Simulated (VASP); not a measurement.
# Ce2HfO6 (P-3m1) in VASP: further runs

Runs on Ce2HfO6. Level: PBE. Tasks: single point, relaxation of cell and atoms.

Everything below comes from runs of VASP 6.6.1. Logs are shortened: lines on timing, memory, paths and dates and some standing lists are left out, and cuts for length are marked.

## (1) The cell of the first run

Symmetry: P-3m1, No. 164, trigonal system. The conventional cell has a = 3.795 Å, b = 3.795 Å, c = 9.190 Å, α = 90.00°, β = 90.00°, γ = 120.00°. Within 3.1 Å of Ce (site symmetry 3m) lie 8 O at 2.33 to 2.43 Å. Within 2.8 Å of Hf (site symmetry -3m) lie 8 O at 2.15 to 2.28 Å. O (site symmetry 3m) has 1 Hf at 2.15 Å and 3 Ce at 2.34 Å and 6 O at 2.66 to 2.74 Å within 2.8 Å. O (site symmetry 3m) has 3 Hf at 2.28 Å and 1 Ce at 2.34 Å and 6 O at 2.53 to 2.66 Å within 3.0 Å. Within 3.1 Å of O (site symmetry 3m) lie 4 Ce at 2.33 to 2.43 Å and 6 O at 2.73 to 2.74 Å.

## (2) Single point, PBE

INCAR reads:

```
PREC     = Accurate       # precision mode
ENCUT    = 520            # plane-wave cutoff, eV
EDIFF    = 1E-6           # SCF threshold, eV
ISMEAR   = 0              # smearing method
SIGMA    = 0.1            # smearing width, eV
LREAL    = False          # projectors in reciprocal space
LASPH    = True           # aspherical terms in the spheres
NELM     = 80             # most SCF steps
ALGO     = Normal         # electronic algorithm
ISIF     = 2              # what is computed and relaxed
LWAVE    = False          # write WAVECAR
LCHARG   = False          # write CHGCAR
GGA      = PE             # functional
NBANDS   = 45             # bands
```

KPOINTS reads:

```
regular mesh
0
Gamma
  6 6 2
```

POSCAR reads:

```
Ce2HfO6
1.0
    3.7954948770     -0.0000000027      0.0000000000
   -1.8977474361      3.2869949848      0.0000000000
    0.0000000000      0.0000000000      9.1901963238
Ce Hf O
2 1 6
Direct
    0.6666666667      0.3333333333      0.8239853176
    0.3333333333      0.6666666667      0.1760146824
    0.0000000000      0.0000000000      0.5000000000
    0.0000000000      0.0000000000      0.7334142574
    0.3333333333      0.6666666667      0.4309426663
    0.6666666667      0.3333333333      0.0884145416
    0.6666666667      0.3333333333      0.5690573337
    0.0000000000      0.0000000000      0.2665857426
    0.3333333333      0.6666666667      0.9115854584
```

Potentials or basis: VASP PAW PBE potentials, release 64 (Ce, Hf_pv, O).

Run with:

```sh
$ cat potpaw_PBE.64/Ce/POTCAR potpaw_PBE.64/Hf_pv/POTCAR potpaw_PBE.64/O/POTCAR > POTCAR
$ mpirun -np 1 vasp_std > vasp.out
```

OUTCAR:

```text
PREC = Accurate
   ENCUT = 520
   EDIFF = 1E-6
   ISMEAR = 0
   LREAL = False
   LASPH = True
   NELM = 80
   ISIF = 2
   GGA = PE

 ion  position               nearest neighbor table
   1  0.667  0.333  0.824-   9 2.33   9 2.33   9 2.33   7 2.34   4 2.34   4 2.34   4 2.34   6 2.43

   2  0.333  0.667  0.176-   6 2.33   6 2.33   6 2.33   5 2.34   8 2.34   8 2.34   8 2.34   9 2.43

   3  0.000  0.000  0.500-   4 2.15   8 2.15   7 2.28   5 2.28   5 2.28   7 2.28   7 2.28   5 2.28

   4  0.000  0.000  0.733-   3 2.15   1 2.34   1 2.34   1 2.34
   5  0.333  0.667  0.431-   3 2.28   3 2.28   3 2.28   2 2.34
   6  0.667  0.333  0.088-   2 2.33   2 2.33   2 2.33   1 2.43
   7  0.667  0.333  0.569-   3 2.28   3 2.28   3 2.28   1 2.34
   8  0.000  0.000  0.267-   3 2.15   2 2.34   2 2.34   2 2.34
   9  0.333  0.667  0.912-   1 2.33   1 2.33   1 2.33   2 2.43

  LATTYP: Found a hexagonal cell.
 ALAT       =     3.7954948770
 C/A-ratio  =     2.4213433614

  Lattice vectors:

 A1 = (   3.7954948770,  -0.0000000027,   0.0000000000)
 A2 = (  -1.8977474361,   3.2869949848,   0.0000000000)
 A3 = (   0.0000000000,   0.0000000000,   9.1901963238)

Analysis of symmetry for initial positions (statically):
=====================================================================
 Subroutine PRICEL returns:
 Original cell was already a primitive cell.

 Routine SETGRP: Setting up the symmetry group for a
 hexagonal supercell.

 Subroutine GETGRP returns: Found 12 space group operations
 (whereof 12 operations were pure point group operations)
 out of a pool of 24 trial point group operations.

The static configuration has the point symmetry D_3d.

Analysis of symmetry for dynamics (positions and initial velocities):
=====================================================================
 Subroutine PRICEL returns:
 Original cell was already a primitive cell.

 Routine SETGRP: Setting up the symmetry group for a
 hexagonal supercell.

 Subroutine GETGRP returns: Found 12 space group operations
 (whereof 12 operations were pure point group operations)
 out of a pool of 24 trial point group operations.

The dynamic configuration has the point symmetry D_3d.

 Subroutine INISYM returns: Found 12 space group operations
 (whereof 12 operations are pure point group operations),
 and found     1 'primitive' translations

----------------------------------------------------------------------------------------

                                     Primitive cell

  volume of cell :     114.6548

  direct lattice vectors                    reciprocal lattice vectors
     3.795494877 -0.000000003  0.000000000     0.263470254  0.152114622  0.000000000
    -1.897747436  3.286994985  0.000000000     0.000000000  0.304229244  0.000000000
     0.000000000  0.000000000  9.190196324     0.000000000  0.000000000  0.108811604

  length of vectors
     3.795494877  3.795494877  9.190196324     0.304229244  0.304229244  0.108811604

  position of ions in fractional coordinates (direct lattice)
     0.666666667  0.333333333  0.823985318
     0.333333333  0.666666667  0.176014682
     0.000000000  0.000000000  0.500000000
     0.000000000  0.000000000  0.733414257
     0.333333333  0.666666667  0.430942666
     0.666666667  0.333333333  0.088414542
     0.666666667  0.333333333  0.569057334
     0.000000000  0.000000000  0.266585743
     0.333333333  0.666666667  0.911585458

  ion indices of the primitive-cell ions
   primitive index   ion index
                 1           1
                 2           2
                 3           3
                 4           4
                 5           5
                 6           6
                 7           7
                 8           8
                 9           9

----------------------------------------------------------------------------------------

 KPOINTS: regular mesh

Automatic generation of k-mesh.
 Grid dimensions read from file:
 generate k-points for:    6    6    2

 Generating k-lattice:

[... 52 lines left out ...]
 Fermi energy:         5.4252347466

 k-point     1 :       0.0000    0.0000    0.0000
  band No.  band energies     occupation
      1     -27.8645      2.00000
      2     -27.7854      2.00000
      3     -24.7760      2.00000
      4     -24.5680      2.00000
      5     -24.5680      2.00000
      6     -13.6420      2.00000
[... 37 lines left out ...]
     44       7.2379      0.00000
     45       7.2379      0.00000

 k-point     2 :       0.1667    0.0000    0.0000
  band No.  band energies     occupation
      1     -27.8226      2.00000
      2     -27.7519      2.00000
      3     -24.7713      2.00000
      4     -24.6147      2.00000
      5     -24.5762      2.00000
      6     -13.4885      2.00000
[... 37 lines left out ...]
     44       7.0719      0.00000
     45       7.1345      0.00000

 k-point     3 :       0.3333    0.0000    0.0000
  band No.  band energies     occupation
      1     -27.7339      2.00000
      2     -27.6862      2.00000
      3     -24.7627      2.00000
      4     -24.7052      2.00000
      5     -24.5925      2.00000
      6     -13.6632      2.00000
[... 37 lines left out ...]
     44       6.9320      0.00000
     45       7.0058      0.00000

 k-point     4 :       0.5000    0.0000    0.0000
  band No.  band energies     occupation
      1     -27.6847      2.00000
      2     -27.6563      2.00000
      3     -24.7628      2.00000
      4     -24.7450      2.00000
      5     -24.6007      2.00000
      6     -13.9658      2.00000
[... 421 lines left out ...]
     44       6.9480      0.00000
     45       6.9920      0.00000

 k-point    13 :       0.3333    0.1667    0.5000
  band No.  band energies     occupation
      1     -27.6845      2.00000
      2     -27.6569      2.00000
      3     -24.7582      2.00000
      4     -24.7248      2.00000
      5     -24.6264      2.00000
      6     -13.8142      2.00000
[... 37 lines left out ...]
     44       6.9300      0.00000
     45       6.9441      0.00000

 k-point    14 :       0.3333    0.3333    0.5000
  band No.  band energies     occupation
      1     -27.6509      2.00000
      2     -27.6509      2.00000
      3     -24.7551      2.00000
      4     -24.6895      2.00000
      5     -24.6895      2.00000
      6     -13.3613      2.00000
[... 37 lines left out ...]
     44       6.8138      0.00000
     45       6.8866      0.00000

------------------------ aborting loop because EDIFF is reached ----------------------------------------

  FORCE on cell =-STRESS in cart. coord.  units (eV):
  Direction    XX          YY          ZZ          XY          YZ          ZX
  --------------------------------------------------------------------------------------
  -------------------------------------------------------------------------------------
  Total       -0.7835280     -0.7835280     -0.9352053     -0.0000000      0.0000000     -0.0000000
  in kB      -10.9489600    -10.9489600    -13.0684861     -0.0000000      0.0000000     -0.0000000
  external PRESSURE =     -11.6554687 kB  Pullay stress =       0.0000000 kB

 VOLUME and BASIS-vectors are now :
 -----------------------------------------------------------------------------
  energy-cutoff  :      520.00
  volume of cell :      114.65
      direct lattice vectors                 reciprocal lattice vectors
     3.795494877 -0.000000003  0.000000000     0.263470254  0.152114622  0.000000000
    -1.897747436  3.286994985  0.000000000     0.000000000  0.304229244  0.000000000
     0.000000000  0.000000000  9.190196324     0.000000000  0.000000000  0.108811604

 POSITION                                       TOTAL-FORCE (eV/Angst)
 -----------------------------------------------------------------------------------
      1.89775      1.09566      7.57259         0.000000     -0.000000      0.012046
      0.00000      2.19133      1.61761        -0.000000      0.000000     -0.012046
      0.00000      0.00000      4.59510        -0.000000      0.000000      0.000000
      0.00000      0.00000      6.74022        -0.000000      0.000000     -0.151810
      0.00000      2.19133      3.96045        -0.000000     -0.000000      0.081378
      1.89775      1.09566      0.81255        -0.000000      0.000000     -0.013112
      1.89775      1.09566      5.22975        -0.000000      0.000000     -0.081378
      0.00000      0.00000      2.44998        -0.000000     -0.000000      0.151810
      0.00000      2.19133      8.37765         0.000000     -0.000000      0.013112
 -----------------------------------------------------------------------------------
    total drift:                                0.000000      0.000000      0.000000

  FREE ENERGIE OF THE ION-ELECTRON SYSTEM (eV)
  ---------------------------------------------------
  free  energy   TOTEN  =       -82.4106987198 eV

  energy  without entropy=      -82.4106987198  energy(sigma->0) =      -82.41069872
```

Run time: 2.9 min. Hardware: 1 thread of AMD EPYC 9R45 (Zen 5), shared host; peak memory 0.24 GiB.

Results:

```
Free energy            : -82.4107 eV
Pressure               : -1.2 GPa
Largest force          : 0.152 eV/Å
Band gap on the k mesh : 1.61 eV (least direct gap 1.64 eV)
```

Forces in eV/Å, atoms in the order of the input:
```
Ce   0.000  0.000  0.012
Ce   0.000  0.000 -0.012
Hf   0.000  0.000  0.000
O    0.000  0.000 -0.152
O    0.000  0.000  0.081
O    0.000  0.000 -0.013
O    0.000  0.000 -0.081
O    0.000  0.000  0.152
O    0.000  0.000  0.013
```

Caveat: spin-orbit coupling is left out, which moves the levels of the heavy elements.

## (3) Single point, PBE

This run uses another cell than the first one, of 15.03 Å³/atom.

INCAR reads:

```
PREC = Accurate
ENCUT = 520
EDIFF = 1E-6
ISMEAR = 0
SIGMA = 0.1
LREAL = False
LASPH = True
NELM = 80
ALGO = Normal
ISIF = 2
LWAVE = False
LCHARG = True
GGA = PE
LELF = True
LVHAR = True
NBANDS = 45
```

KPOINTS is that of step 2.

POSCAR reads:

```
Ce2HfO6
1.0
    3.9953454300      0.0000000000      0.0000000000
   -1.9976727100      3.4600706400      0.0000000000
    0.0000000000      0.0000000000      9.7865576400
Ce Hf O
2 1 6
Direct
    0.6666666700      0.3333333300      0.8333333300
    0.3333333300      0.6666666700      0.1666666700
    0.0000000000      0.0000000000      0.5000000000
    0.0000000000      0.0000000000      0.7500000000
    0.3333333300      0.6666666700      0.4166666700
    0.6666666700      0.3333333300      0.0833333300
    0.6666666700      0.3333333300      0.5833333300
    0.0000000000      0.0000000000      0.2500000000
    0.3333333300      0.6666666700      0.9166666700
```

Potentials or basis: VASP PAW PBE potentials, release 64 (Ce, Hf_pv, O).

Run with:

```sh
$ cat potpaw_PBE.64/Ce/POTCAR potpaw_PBE.64/Hf_pv/POTCAR potpaw_PBE.64/O/POTCAR > POTCAR
$ mpirun -np 1 vasp_std > vasp.out
```

Wall time 3.5 min (1 thread of AMD EPYC 9R45 (Zen 5), shared host); peak memory 0.28 GiB.

It converged, with:

| Quantity | Value |
| --- | --- |
| Free energy | -80.1909 eV |
| Pressure | -22.8 GPa |
| Largest force | 1.186 eV/Å |
| Band gap on the k mesh | 1.64 eV (least direct gap 1.66 eV) |

Forces on the atoms (eV/Å):
```
Ce   0.000  0.000 -0.053
Ce   0.000  0.000  0.053
Hf   0.000  0.000  0.000
O    0.000  0.000 -1.100
O    0.000  0.000  1.186
O    0.000  0.000 -0.012
O    0.000  0.000 -1.186
O    0.000  0.000  1.100
O    0.000  0.000  0.012
```

Stress tensor (GPa, compression positive):
```
-22.76   0.00   0.00
  0.00 -22.76   0.00
  0.00   0.00 -23.00
```

Levels at points of the mesh, in eV from the valence-band top:
```csv
k point,band 32,band 33,band 34,band 35,band 36,band 37,band 38,band 39
"(0.00, 0.00, 0.00)",-0.64,-0.29,-0.29,-0.24,1.76,1.76,1.76,1.85
"(0.50, 0.00, 0.00)",-0.55,-0.43,-0.35,-0.05,1.64,1.69,1.71,1.72
"(0.00, 0.00, 0.50)",-0.50,-0.37,-0.36,-0.36,1.80,1.80,1.81,1.82
"(0.50, 0.00, 0.50)",-0.55,-0.34,-0.32,-0.17,1.66,1.69,1.69,1.72
```

Caveat: the cell stands under tension; spin-orbit coupling is left out, which moves the levels of the heavy elements; forces of over 1 eV/Å act on the atoms, so gaps and moduli don't describe the material at rest. Spin polarisation is off, so any magnetic state and its effect on volume and gap are missing.

## (4) Relaxation of cell and atoms, PBE

This run uses another cell than the first one, of 15.03 Å³/atom.

INCAR reads:

```
PREC = Accurate
ENCUT = 600
EDIFF = 1E-6
ISMEAR = 0
SIGMA = 0.1
LREAL = False
LASPH = True
NELM = 80
ALGO = Normal
ISIF = 3
LWAVE = False
LCHARG = False
GGA = PE
IBRION = 2
NSW = 90
EDIFFG = -0.04
```

KPOINTS reads:

```
Automatic mesh
0
Gamma
  6 6 2
```

POSCAR is that of step 3.

Run with:

```sh
$ cat potpaw_PBE.64/Ce/POTCAR potpaw_PBE.64/Hf_pv/POTCAR potpaw_PBE.64/O/POTCAR > POTCAR
$ mpirun -np 1 vasp_std > vasp.out
```

It took 15 min on 1 thread of AMD EPYC 9R45 (Zen 5), shared host; peak memory 0.34 GiB.

It converged, with:

| Property | Result |
| --- | --- |
| Free energy | -82.4789 eV |
| Relaxed volume | 12.67 Å³/atom |
| Relaxed cell | a = 3.793 Å, b = 3.793 Å, c = 9.152 Å, α = 90.00°, β = 90.00°, γ = 120.00° |
| Space group after relaxing (to 0.1 Å) | P-3m1 (No. 164) |
| Energy gained by relaxing | 252.8 meV/atom |
| Ionic steps | 11 |
| Pressure after relaxing | -0.2 GPa |
| Largest force after relaxing | 0.032 eV/Å |
| Band gap on the k mesh | 1.60 eV (least direct gap 1.62 eV) |

Forces on the atoms (eV/Å):
```
Ce   0.000  0.000 -0.028
Ce   0.000  0.000  0.028
Hf   0.000  0.000  0.000
O    0.000  0.000  0.002
O    0.000  0.000  0.032
O    0.000  0.000 -0.003
O    0.000  0.000 -0.032
O    0.000  0.000 -0.002
O    0.000  0.000  0.003
```

Stress tensor (GPa, compression positive):
```
-0.31  0.00  0.00
 0.00 -0.31  0.00
 0.00  0.00  0.10
```

Step by step:
```csv
step,energy change (eV),largest force (eV/Å),pressure (GPa),volume (Å³)
1,0.0000,1.1835,-22.90,135.29
2,-0.1000,1.2671,43.10,97.43
3,-1.9089,1.2350,0.16,113.86
4,-1.9108,1.2360,1.03,113.35
5,-2.1400,0.6816,1.00,113.14
6,-2.2262,0.8091,1.60,112.89
7,-2.2488,0.3994,-2.11,115.12
8,-2.2600,0.3251,-0.83,114.29
9,-2.2708,0.1907,0.74,113.44
10,-2.2708,0.1853,0.80,113.40
11,-2.2756,0.0316,-0.18,114.03
```

Final structure:
```
Ce Hf O
1.0
     3.79293    0.00000    0.00000
    -1.89646    3.28477    0.00000
     0.00000    0.00000    9.15232
Ce Hf O
2 1 6
Direct
  0.66667 0.33333 0.82384
  0.33333 0.66667 0.17616
  0.00000 0.00000 0.50000
  0.00000 0.00000 0.73262
  0.33333 0.66667 0.43154
  0.66667 0.33333 0.08836
  0.66667 0.33333 0.56846
  0.00000 0.00000 0.26738
  0.33333 0.66667 0.91164
```

Levels at points of the mesh, in eV from the valence-band top:
```
           k point  band 32  band 33  band 34  band 35  band 36  band 37  band 38  band 39
(0.00, 0.00, 0.00)    -1.25    -0.65    -0.41    -0.41     1.78     1.78     1.78     1.88
(0.50, 0.00, 0.00)    -0.89    -0.86    -0.78    -0.08     1.60     1.65     1.70     1.71
(0.00, 0.00, 0.50)    -1.24    -0.76    -0.43    -0.43     1.77     1.84     1.84     1.85
(0.50, 0.00, 0.50)    -0.92    -0.86    -0.69    -0.18     1.63     1.66     1.67     1.70
```

Caveat: the volume moved by over 15 % at a fixed basis, so the end points are rough; spin-orbit coupling is left out, which moves the levels of the heavy elements. Spin polarisation is off, so any magnetic state and its effect on volume and gap are missing.

## (5) Single point, PBE

INCAR reads:

```
ALGO = Normal
EDIFF = 1E-6
ENCUT = 520
GGA = PE
ISIF = 2
ISMEAR = 0
LASPH = T
LCHARG = T
LELF = T
LREAL = F
LVHAR = T
LWAVE = F
NBANDS = 45
NELM = 100
PREC = Accurate
SIGMA = 0.02
```

KPOINTS reads:

```
k-points
0
Gamma
  12 12 4
```

POSCAR reads:

```
Ce2HfO6
1.0
    3.7946281256      0.0000000000      0.0000000000
   -1.8973140628      3.2862443547      0.0000000000
    0.0000000000      0.0000000000      9.1862340475
Ce Hf O
2 1 6
Direct
    0.6666666667      0.3333333333      0.8240672286
    0.3333333333      0.6666666667      0.1759327714
    0.0000000000      0.0000000000      0.5000000000
    0.0000000000      0.0000000000      0.7334314429
    0.3333333333      0.6666666667      0.4308969347
    0.6666666667      0.3333333333      0.0882963817
    0.6666666667      0.3333333333      0.5691030653
    0.0000000000      0.0000000000      0.2665685571
    0.3333333333      0.6666666667      0.9117036183
```

Run with:

```sh
$ cat potpaw_PBE.64/Ce/POTCAR potpaw_PBE.64/Hf_pv/POTCAR potpaw_PBE.64/O/POTCAR > POTCAR
$ mpirun -np 1 vasp_std > vasp.out
```

It took 21 min on 1 thread of AMD EPYC 9R45 (Zen 5), shared host; peak memory 0.42 GiB.

The run converged. Its results:

```
Free energy            : -82.4111 eV
Pressure               : -1.0 GPa
Largest force          : 0.144 eV/Å
Band gap on the k mesh : 1.62 eV (least direct gap 1.64 eV)
```

Forces in eV/Å, atoms in the order of the input:
```
Ce   0.000  0.000  0.003
Ce   0.000  0.000 -0.003
Hf   0.000  0.000  0.000
O    0.000  0.000 -0.144
O    0.000  0.000  0.086
O    0.000  0.000 -0.008
O    0.000  0.000 -0.086
O    0.000  0.000  0.144
O    0.000  0.000  0.008
```

Stress tensor (GPa, compression positive):
```
-0.89  0.00  0.00
 0.00 -0.89  0.00
 0.00  0.00 -1.08
```

Levels at points of the mesh, in eV from the valence-band top:
```
           k point  band 33  band 34  band 35  band 36  band 37  band 38
(0.00, 0.00, 0.00)    -0.63    -0.41    -0.41     1.80     1.80     1.80
(0.50, 0.00, 0.00)    -0.83    -0.76    -0.08     1.62     1.68     1.72
(0.00, 0.00, 0.50)    -0.73    -0.43    -0.43     1.79     1.86     1.86
(0.50, 0.00, 0.50)    -0.85    -0.67    -0.18     1.65     1.68     1.69
```

Caveat: spin-orbit coupling is left out, which moves the levels of the heavy elements.

## (6) Overview

```csv
task,cell,k mesh,cutoff (eV),smearing,gap on the mesh (eV),pressure (GPa),largest force (eV/Å)
single point,"a = 3.795, b = 3.795, c = 9.190 Å, angles 90.0, 90.0, 120.0°, 9 atoms, atomic positions A",6 × 6 × 2,520,gaussian 0.1 eV,1.61,-1.2,0.15
single point,"a = 3.995, b = 3.995, c = 9.787 Å, angles 90.0, 90.0, 120.0°, 9 atoms, atomic positions B",6 × 6 × 2,520,gaussian 0.1 eV,1.64,-22.8,1.19
relaxation of cell and atoms,"relaxed from a = 3.995, b = 3.995, c = 9.787 Å, angles 90.0, 90.0, 120.0°, 9 atoms, atomic positions B",6 × 6 × 2,600,gaussian 0.1 eV,1.60,-0.2,0.03
single point,"a = 3.795, b = 3.795, c = 9.186 Å, angles 90.0, 90.0, 120.0°, 9 atoms, atomic positions C",12 × 12 × 4,520,gaussian 0.02 eV,1.62,-1.0,0.14
```

Alike in all rows: level PBE; potentials or basis VASP PAW PBE potentials, release 64 (Ce, Hf_pv, O); no spin polarisation.

Caveats: spin-orbit coupling is left out, which moves the levels of the heavy elements; the cell stands under tension (at least some runs); forces of over 1 eV/Å act on the atoms, so gaps and moduli don't describe the material at rest (at least some runs); the volume moved by over 15 % at a fixed basis, so the end points are rough (at least some runs).

Absolute energies hang on the potentials; compare differences alone.
